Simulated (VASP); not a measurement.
Here is a VASP 6.6.1 calculation.

INCAR

```
SYSTEM = WC
  PREC = Accurate
  ENCUT = 520
  EDIFF = 1E-8
  ISMEAR = -1
  SIGMA = 0.15
  LREAL = .FALSE.
  LASPH = .TRUE.
  NELM = 60
  ALGO = Normal
  ISIF = 2
  LWAVE = .FALSE.
  LCHARG = .TRUE.
  GGA = PS
  IBRION = 8
  NSW = 1
```

The input KPOINTS:

```
regular mesh
0
G
  18 18 14
  0 0 0
```

The input POSCAR:

```
WC
1.0
    2.8725270214      0.0000000000      0.0000000000
   -1.4362635107      2.4876813736      0.0000000000
    0.0000000000      0.0000000000      2.8066660027
W C
1 1
Direct
    0.0000000000      0.0000000000      0.0000000000
    0.6666666667      0.3333333333      0.5000000000
```

Potentials or basis: VASP PAW PBE potentials, release 64 (W_sv, C).

The run is started by

```console
$ cat potpaw_PBE.64/W_sv/POTCAR potpaw_PBE.64/C/POTCAR > POTCAR
$ mpirun -np 1 vasp_std > vasp.out
```

Question: Predict the highest phonon frequency at Γ.

Answer: 649 cm⁻¹.

Phonon frequencies in cm⁻¹ (negative: imaginary):
```tsv
q point	frequencies
(0.000, 0.000, 0.000)	0 0 0 628 649 649
```

Caveat: the cell stands under pressure or tension, which shifts response properties.
